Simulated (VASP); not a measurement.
# Sc3AlP in VASP: notebook, part 2 of 2

VASP 6.6.1.

## 4. Single point, PBE

This run uses another cell than the first one, of 25.05 Å³/atom.

INCAR

```
PREC = Accurate ; ENCUT = 520
EDIFF = 1E-6 ; ISMEAR = 0
SIGMA = 0.1 ; LREAL = False
LASPH = True ; NELM = 100
ALGO = Normal ; ISIF = 2
LWAVE = False ; LCHARG = False
GGA = PE ; NBANDS = 28
```

KPOINTS

```
Automatic mesh
0
Gamma
  4 4 4
```

POSCAR

```
Sc3AlP
1.0
    3.5283207526     -3.5468894945      0.0000000000
    3.5283207526      3.5468894945      0.0000000000
    0.0000000000      0.0000000000      5.0033537613
Sc Al P
3 1 1
Direct
    0.0000000000      0.5000000000      0.5000000000
    0.5000000000      0.0000000000      0.5000000000
    0.0000000000      0.0000000000      0.0000000000
    0.0000000000      0.0000000000      0.5000000000
    0.5000000000      0.5000000000      0.0000000000
```

Potentials or basis: VASP PAW PBE potentials, release 64 (Sc_sv, Al, P).

The run is started by

```bash
> cat potpaw_PBE.64/Sc_sv/POTCAR potpaw_PBE.64/Al/POTCAR potpaw_PBE.64/P/POTCAR > POTCAR
> mpirun -np 1 vasp_std > vasp.out
```

OUTCAR:

```text
PREC = Accurate
   ENCUT = 520
   EDIFF = 1E-6
   ISMEAR = 0
   LREAL = False
   LASPH = True
   NELM = 100
   ISIF = 2
   GGA = PE

 ion  position               nearest neighbor table
   1  0.000  0.500  0.500-   4 2.50   4 2.50
   2  0.500  0.000  0.500-   4 2.50   4 2.50
   3  0.000  0.000  0.000-   4 2.50   4 2.50
   4  0.000  0.000  0.500-   1 2.50   2 2.50   1 2.50   2 2.50   3 2.50   3 2.50
   5  0.500  0.500  0.000-

  LATTYP: Found a base centered orthorhombic cell.
 ALAT       =     7.0566415052
 B/A-ratio  =     1.0052627704
 C/A-ratio  =     0.7090276242

  Lattice vectors:

 A1 = (   3.5283207526,  -3.5468894945,   0.0000000000)
 A2 = (   3.5283207526,   3.5468894945,   0.0000000000)
 A3 = (   0.0000000000,   0.0000000000,   5.0033537613)

Analysis of symmetry for initial positions (statically):
=====================================================================
 Subroutine PRICEL returns:
 Original cell was already a primitive cell.

 Routine SETGRP: Setting up the symmetry group for a
 base centered orthorhombic supercell.

 Subroutine GETGRP returns: Found  8 space group operations
 (whereof  8 operations were pure point group operations)
 out of a pool of  8 trial point group operations.

The static configuration has the point symmetry D_2h.

Analysis of symmetry for dynamics (positions and initial velocities):
=====================================================================
 Subroutine PRICEL returns:
 Original cell was already a primitive cell.

 Routine SETGRP: Setting up the symmetry group for a
 base centered orthorhombic supercell.

 Subroutine GETGRP returns: Found  8 space group operations
 (whereof  8 operations were pure point group operations)
 out of a pool of  8 trial point group operations.

The dynamic configuration has the point symmetry D_2h.

 Subroutine INISYM returns: Found  8 space group operations
 (whereof  8 operations are pure point group operations),
 and found     1 'primitive' translations

----------------------------------------------------------------------------------------

                                     Primitive cell

  volume of cell :     125.2296

  direct lattice vectors                    reciprocal lattice vectors
     3.528320753 -3.546889494  0.000000000     0.141710472 -0.140968587  0.000000000
     3.528320753  3.546889494  0.000000000     0.141710472  0.140968587  0.000000000
     0.000000000  0.000000000  5.003353761     0.000000000  0.000000000  0.199865939

  length of vectors
     5.002946374  5.002946374  5.003353761     0.199884968  0.199884968  0.199865939

  position of ions in fractional coordinates (direct lattice)
     1.000000000  0.500000000  0.500000000
     0.500000000  1.000000000  0.500000000
     0.000000000  0.000000000  0.000000000
     0.000000000  0.000000000  0.500000000
     0.500000000  0.500000000  0.000000000

  ion indices of the primitive-cell ions
   primitive index   ion index
                 1           1
                 2           2
                 3           3
[... 22 lines left out ...]
     0.000000000  0.000000000  0.000000000

 Subroutine IBZKPT returns following result:
 ===========================================

 Found     21 irreducible k-points:

 Following reciprocal coordinates:
            Coordinates               Weight
  0.000000  0.000000  0.000000      1.000000
  0.250000 -0.000000  0.000000      4.000000
  0.500000 -0.000000  0.000000      2.000000
  0.250000  0.250000  0.000000      2.000000
  0.500000  0.250000  0.000000      4.000000
 -0.250000  0.250000  0.000000      2.000000
[... 13 lines left out ...]
 -0.250000  0.250000  0.500000      2.000000
  0.500000  0.500000  0.500000      1.000000
   k-points           NKPTS =     21   k-points in BZ     NKDIM =     21   number of bands    NBANDS=     28
   number of dos      NEDOS =    301   number of ions     NIONS =      5
   total plane-waves  NPLWV =  64000
   dimension x,y,z NGX =    40 NGY =   40 NGZ =   40
   dimension x,y,z NGXF=    80 NGYF=   80 NGZF=   80
   ions per type =               3   1   1
   NGX,Y,Z   is equivalent  to a cutoff of  13.29, 13.29, 13.29 a.u.
   NGXF,Y,Z  is equivalent  to a cutoff of  26.58, 26.58, 26.58 a.u.
 SYSTEM =  unknown system
   PREC   = accura    normal or accurate (medium, high low for compatibility)
   ISTART =      0    job   : 0-new  1-cont  2-samecut
   ICHARG =      2    charge: 1-file 2-atom 10-const
   ISPIN  =      1    spin polarized calculation?
   LNONCOLLINEAR =      F non collinear calculations
   LSORBIT =      F    spin-orbit coupling
   LASPH  =      T    aspherical Exc in radial PAW
   ENCUT  =  520.0 eV  38.22 Ry    6.18 a.u.   9.30  9.30  9.30*2*pi/ulx,y,z
   NELM   =    100;   NELMIN=  2; NELMDL= -5     # of ELM steps
   EDIFF  = 0.1E-05   stopping-criterion for ELM
   LREAL  =      F    real-space projection
   EDIFFG = 0.1E-04   stopping-criterion for IOM
   NSW    =      0    number of steps for IOM
   IBRION =     -1    ionic relax: 0-MD 1-quasi-New 2-CG
   NFREE  =      0    steps in history (QN), initial steepest desc. (CG)
   ISIF   =      2    stress and relaxation
   ISYM   =      2    0-nonsym 1-usesym 2-fastsym
   POTIM  = 0.5000    time-step for ionic-motion
   TEBEG  =    0.0;   TEEND  =   0.0 temperature during run
   PSTRESS=    0.0 pullay stress
   NELECT =      41.0000    total number of electrons
   NUPDOWN=      -1.0000    fix difference up-down
   EMIN   =  10.00;   EMAX   =-10.00  energy-range for DOS
   EFERMI =   0.00;   METHOD = LEGACY
   ISMEAR =     0;   SIGMA  =   0.10  broadening in eV -4-tet -1-fermi 0-gaus
   EFERMI_NEDOS =   21; number of points for ismear=-14 and -15
   IALGO  =     38    algorithm
   IMIX   =      4    mixing-type and parameters
     AMIX     =   0.40;   BMIX     =  1.00
     AMIX_MAG =   1.60;   BMIX_MAG =  1.00
  volume/ion in A,a.u.               =      25.05       169.02
  Fermi-wavevector in a.u.,A,eV,Ry     =   1.128324  2.132223 17.321780  1.273115
  Thomas-Fermi vector in A             =   2.265014
   LORBIT       =      0    0 simple, 1 ext, 2 COOP (PROOUT), +10 PAW based schemes
   GGA     = PE    functional components
   LHFCALC =     F    Hartree Fock is set to
   AEXX    =    0.0000 exact exchange contribution
   IVDW    =     0    specifies the selected vdW correction
   LEPSILON=     F    determine dielectric tensor
   LRPA    =     F    only Hartree local field effects (RPA)
 non-spin polarized calculation
 Gauss-broadening in eV      SIGMA  =   0.10
  energy-cutoff  :      520.00
  volume of cell :      125.23
 maximum number of plane-waves:      3407
 NGX is ok and might be reduce to    40
   NGX = 19   NGY = 19   NGZ = 19

 number of electron      41.0000008 magnetization

 Free energy of the ion-electron system (eV)
  ---------------------------------------------------
  ext. energy  EPLUGINS =         0.00000000
  ---------------------------------------------------
  free energy    TOTEN  =       -26.59490490 eV

  energy without entropy =      -26.58626186  energy(sigma->0) =      -26.59058338

 E-fermi :   3.8051     XC(G=0):  -9.2489

 val. band max:        3.6955158284   @ k =   0.0000   0.0000   0.0000
 cond. band min:       3.8673580009   @ k =   0.2500  -0.0000   0.5000
 fundamental gap:      0.1718421725
 Fermi energy:         3.8051146523

 k-point     1 :       0.0000    0.0000    0.0000
  band No.  band energies     occupation
      1     -46.1524      2.00000
      2     -46.1302      2.00000
      3     -46.1299      2.00000
      4     -24.8737      2.00000
      5     -24.8723      2.00000
      6     -24.8712      2.00000
[... 640 lines left out ...]
     27       4.9221      0.00000
     28       5.8740      0.00000

------------------------ aborting loop because EDIFF is reached ----------------------------------------

  FORCE on cell =-STRESS in cart. coord.  units (eV):
  Direction    XX          YY          ZZ          XY          YZ          ZX
  --------------------------------------------------------------------------------------
  -------------------------------------------------------------------------------------
  Total        0.0925684      0.0245088      0.0473994      0.0000000      0.0000000      0.0000000
  in kB        1.1843126      0.3135631      0.6064240      0.0000000      0.0000000      0.0000000
  external PRESSURE =       0.7014332 kB  Pullay stress =       0.0000000 kB

 VOLUME and BASIS-vectors are now :
 -----------------------------------------------------------------------------
  energy-cutoff  :      520.00
  volume of cell :      125.23
      direct lattice vectors                 reciprocal lattice vectors
     3.528320753 -3.546889494  0.000000000     0.141710472 -0.140968587  0.000000000
     3.528320753  3.546889494  0.000000000     0.141710472  0.140968587  0.000000000
     0.000000000  0.000000000  5.003353761     0.000000000  0.000000000  0.199865939

 POSITION                                       TOTAL-FORCE (eV/Angst)
 -----------------------------------------------------------------------------------
      1.76416      1.77344      2.50168         0.000000      0.000000      0.000000
      1.76416     -1.77344      2.50168        -0.000000      0.000000      0.000000
      0.00000      0.00000      0.00000         0.000000      0.000000      0.000000
      0.00000      0.00000      2.50168         0.000000      0.000000      0.000000
      3.52832      0.00000      0.00000         0.000000      0.000000      0.000000
 -----------------------------------------------------------------------------------
    total drift:                               -0.000000      0.000000     -0.000000

  FREE ENERGIE OF THE ION-ELECTRON SYSTEM (eV)
  ---------------------------------------------------
  free  energy   TOTEN  =       -26.5949048985 eV

  energy  without entropy=      -26.5862618556  energy(sigma->0) =      -26.59058338
```

It took 46 s on 1 thread of Intel Xeon 6975P-C (Granite Rapids), shared host; peak memory 0.27 GiB.

Results:

```
Free energy            : -26.5949 eV
Pressure               : 0.1 GPa
Band gap on the k mesh : zero (an odd number of electrons rules out a gap without spin polarisation)
```

Levels at points of the mesh, in eV from the Fermi level:
```csv
k point,band 17,band 18,band 19,band 20,band 21,band 22,band 23,band 24
"(0.00, 0.00, 0.00)",-1.77,-0.58,-0.58,-0.57,-0.47,-0.47,-0.11,1.31
"(0.50, 0.00, 0.00)",-1.87,-1.87,-0.75,-0.75,-0.33,0.39,0.81,1.01
"(0.50, 0.50, 0.00)",-1.83,-1.18,-1.14,-1.11,0.36,0.37,1.12,1.15
"(0.00, 0.00, 0.50)",-1.87,-1.86,-0.75,-0.75,-0.33,0.39,0.81,1.01
"(0.50, 0.00, 0.50)",-1.83,-1.19,-1.13,-1.12,0.37,0.37,1.14,1.14
"(0.50, 0.50, 0.50)",-2.80,-2.41,-2.40,-2.40,0.94,1.02,1.03,1.04
```

## 5. Summary

| task | cell | k mesh | cutoff (eV) | gap on the mesh (eV) | pressure (GPa) |
| --- | --- | --- | --- | --- | --- |
| single point | a = 5.007 Å, 5 atoms | 8 × 8 × 8 | 520 | none | 0.1 |
| relaxation of cell and atoms | relaxed from a = 5.003 Å, 5 atoms | 8 × 8 × 8 | 600 | none | 0.0 |
| single point | a = 5.003 Å, angles 90.0, 90.0, 90.3°, 5 atoms | 4 × 4 × 4 | 520 | none | 0.1 |

Alike in all rows: level PBE; potentials or basis VASP PAW PBE potentials, release 64 (Sc_sv, Al, P); no spin polarisation; smearing gaussian 0.1 eV.

Absolute energies hang on the potentials; compare differences alone.
